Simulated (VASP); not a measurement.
Input of a VASP 6.6.1 run:

Contents of INCAR:

```
SYSTEM = Re
PREC = Accurate
ENCUT = 520
EDIFF = 1E-7
ISMEAR = 0
SIGMA = 0.15
LREAL = .FALSE.
LASPH = .TRUE.
NELM = 80
ALGO = Normal
ISIF = 2
LWAVE = .FALSE.
LCHARG = .FALSE.
GGA = PS
NBANDS = 10
```

KPOINTS

```
Automatic mesh
0
G
  20 20 20
  0 0 0
```

File POSCAR:

```
Re
1.0
    0.0000000000      1.9453750000      1.9453750000
    1.9453750000      0.0000000000      1.9453750000
    1.9453750000      1.9453750000      0.0000000000
Re
1
Direct
    0.0000000000      0.0000000000      0.0000000000
```

Potentials or basis: VASP PAW PBE potentials, release 64 (Re).

Run with:

```console
$ cat potpaw_PBE.64/Re/POTCAR > POTCAR
$ mpirun -np 1 vasp_std > vasp.out
```

Problem. Predict the band gap on the k mesh.

Solution. Zero (an odd number of electrons rules out a gap without spin polarisation).

Problem. Predict the pressure.

Solution. -3.3 GPa.

Caveat: the cell differs from its parent crystal (strain -0.015 along x and y, -0.015 along z); the cell stands under tension; the PAW data sets were made with another functional, which shifts forces and pressure a little; spin-orbit coupling is left out, which moves the levels of the heavy elements.
